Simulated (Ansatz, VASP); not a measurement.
# SnSe in VASP and in Ansatz

POSCAR

```
SnSe
1.0
    0.0000000000      3.3908400000      3.3908400000
    3.3908400000      0.0000000000      3.3908400000
    3.3908400000      3.3908400000      0.0000000000
Sn Se
1 1
Direct
    0.0000000000      0.0000000000      0.0000000000
    0.7500000000      0.7500000000      0.7500000000
```

The input INCAR.step1:

```
  ALGO = Normal
  EDIFF = 1E-5
  ENCUT = 520
  GGA = PE
  ISIF = 2
  ISMEAR = -1
  LASPH = T
  LREAL = F
  LWAVE = T
  NBANDS = 17
  NELM = 100
  PREC = Accurate
  SIGMA = 0.05
```

Contents of INCAR.step2:

```
  AEXX = 1.0
  AGGAC = 0.0
  ALDAC = 0.0
  ALGO = Normal
  EDIFF = 1E-6
  ENCUT = 520
  GGA = PE
  ISIF = 2
  ISMEAR = -1
  ISTART = 1
  LASPH = T
  LCHARG = T
  LELF = T
  LHFCALC = T
  LREAL = F
  LVHAR = T
  LWAVE = F
  NBANDS = 17
  NELM = 100
  PREC = Accurate
  PRECFOCK = Normal
  SIGMA = 0.05
```

KPOINTS

```
k-points
0
Gamma
  4 4 4
```

File input:

```
crystal:
  lattice:
    - [0.0, 3.39084, 3.39084]
    - [3.39084, 0.0, 3.39084]
    - [3.39084, 3.39084, 0.0]
  atoms:
    - { symbol: Sn, position: [0.0, 0.0, 0.0] }
    - { symbol: Se, position: [0.75, 0.75, 0.75] }
hamiltonian:
  xc: hf
  pseudopotentials: { kind: paw }
kpoints:
  mp_grid: { grid: [4, 4, 4] }
  band_path:
    path:
      - [[0.0, 0.0, 0.0], [0.5, 0.0, 0.5], [0.5, 0.25, 0.75], [0.375, 0.375, 0.75], [0.0, 0.0, 0.0], [0.5, 0.5, 0.5], [0.625, 0.25, 0.625], [0.5, 0.25, 0.75], [0.5, 0.5, 0.5], [0.375, 0.375, 0.75]]
      - [[0.625, 0.25, 0.625], [0.5, 0.0, 0.5]]
    npoints: 4
scf:
  occupations: { method: fermi_dirac, width: 0.05 }
  n_extra_bands: 6
output:
  forces: true
  stress: true
  eigenvalues: true
  fatbands: false
```

Alike in both runs: functional HF; k mesh 4 × 4 × 4; occupations fermi-dirac, width 0.05 eV; no spin polarisation.

|  | VASP | Ansatz |
| --- | --- | --- |
| version | VASP 6.6.1 | Ansatz 0.2.0 |
| potentials or method | VASP PAW PBE potentials, release 64 (Sn_d, Se) | Ansatz PAW |
| plane-wave cutoff (eV) | 520 | 420 |
| valence electrons in the cell | 20 | 30 |
| task | single point | band structure |

```csv
,VASP,Ansatz,Ansatz less VASP
gap on the k mesh at the Fermi level (eV),4.58,4.39,-0.188
least direct gap on the mesh (eV),5.47,5.33,-0.140
pressure (GPa),2.5,3.0,+0.55
```

VASP's potentials were made for PBE, not for HF. VASP's potentials hold 20 valence electrons a cell and Ansatz's 30, so a difference there can come from the potentials and not from the codes.
